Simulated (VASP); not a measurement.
Input of a VASP 6.6.1 run:

INCAR

```
SYSTEM = CdSe
PREC = Accurate
ENCUT = 520
EDIFF = 1E-6
ISMEAR = 0
SIGMA = 0.01
LREAL = .False.
LASPH = .True.
NELM = 60
ALGO = Normal
ISIF = 2
LWAVE = .False.
LCHARG = .False.
GGA = PE
NBANDS = 16
```

File KPOINTS:

```
Automatic mesh
0
Gamma
  6 6 6
  0 0 0
```

Contents of POSCAR:

```
CdSe
1.0
    0.0000000000      3.0982259964      3.0982259964
    3.0982259964      0.0000000000      3.0982259964
    3.0982259964      3.0982259964      0.0000000000
Cd Se
1 1
Direct
    0.0000000000      0.0000000000      0.0000000000
    0.2500000000      0.2500000000      0.2500000000
```

Potentials or basis: VASP PAW PBE potentials, release 64 (Cd, Se).

Command:

```bash
$ cat potpaw_PBE.64/Cd/POTCAR potpaw_PBE.64/Se/POTCAR > POTCAR
$ mpirun -np 1 vasp_std > vasp.out
```

**Question.** Estimate the pressure.

**Answer.** 0.2 GPa.

**Question.** Predict the band gap on the k mesh.

**Answer.** 0.49 eV, direct.

Expect the measured gap to be larger: semilocal functionals such as PBE lack the derivative discontinuity.
